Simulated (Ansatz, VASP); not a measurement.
**PbSe: VASP beside Ansatz**

```
Pb Se
1.0
     0.13168    3.55488    3.55488
     3.55488    0.13168    3.55488
     3.55488    3.55488    0.13168
Pb Se
1 1
Cartesian
  0.0167 0.0167 0.0167
  1.7937 1.7937 1.7937
```

Change from the starting cell: shear_111 strain +5.8%.

Alike in both runs: task single point; functional HSE06; k mesh 4 × 4 × 4; no spin polarisation.

|  | VASP | Ansatz |
| --- | --- | --- |
| version | VASP 6.6.1 | Ansatz 0.2.0 |
| potentials or method | VASP PAW PBE potentials, release 64 (Pb_d, Se) | plane waves, PAW |
| plane-wave cutoff (eV) | 520 | 420 |
| occupations | gaussian, width 0.01 eV | fixed |
| valence electrons in the cell | 20 | 30 |

Ansatz gave:

| Property | Result |
| --- | --- |
| gap on the k mesh at the Fermi level (eV) | 1.25 |
| pressure (GPa) | -1.6 |
| traceless stress, the component that is largest in VASP (GPa) | 0.11 |
| rms of the force components (eV/Å) | 0.014 |

Problem. What did VASP give for the same quantities?

Solution. gap on the k mesh at the Fermi level (eV): 1.26; pressure (GPa): -1.7; traceless stress, the component that is largest in VASP (GPa): 0.11; rms of the force components (eV/Å): 0.014.

Atom by atom the forces differ by 0.000 eV/Å (rms over components). VASP's potentials hold 20 valence electrons a cell and Ansatz's 30, so a difference there can come from the potentials and not from the codes. Ansatz's warnings: stress exchange threshold loose, stress scf threshold loose.

Spin-orbit coupling is off throughout.
